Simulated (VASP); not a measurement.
Here is a VASP 6.6.1 calculation.

The input INCAR:

```
SYSTEM = SnTe
ALGO = Normal
EDIFF = 1E-7
ENCUT = 520
GGA = PS
ISIF = 2
ISMEAR = 0
LASPH = .TRUE.
LCHARG = .FALSE.
LREAL = .FALSE.
LWAVE = .FALSE.
NBANDS = 17
NELM = 100
PREC = Accurate
SIGMA = 0.05
```

The input KPOINTS:

```
k-points
0
G
  8 8 8
  0 0 0
```

POSCAR

```
SnTe
1.0
    0.0000000000      3.1229873007      3.1229873007
    3.1229873007      0.0000000000      3.1229873007
    3.1229873007      3.1229873007      0.0000000000
Sn Te
1 1
Direct
    0.5000000000      0.5000000000      0.5000000000
    0.0000000000      0.0000000000      0.0000000000
```

Potentials or basis: VASP PAW PBE potentials, release 64 (Sn_d, Te).

The run is started by

```sh
$ cat potpaw_PBE.64/Sn_d/POTCAR potpaw_PBE.64/Te/POTCAR > POTCAR
$ mpirun -np 1 vasp_std > vasp.out
```

**Question.** What does it give for the pressure?

**Answer.** 1.0 GPa.

**Question.** What does it give for the band gap on the k mesh?

**Answer.** 0.22 eV, direct.

Caveat: the PAW data sets were made with another functional, which shifts forces and pressure a little; spin-orbit coupling is left out, which moves the levels of the heavy elements. A k mesh can miss the band edges.
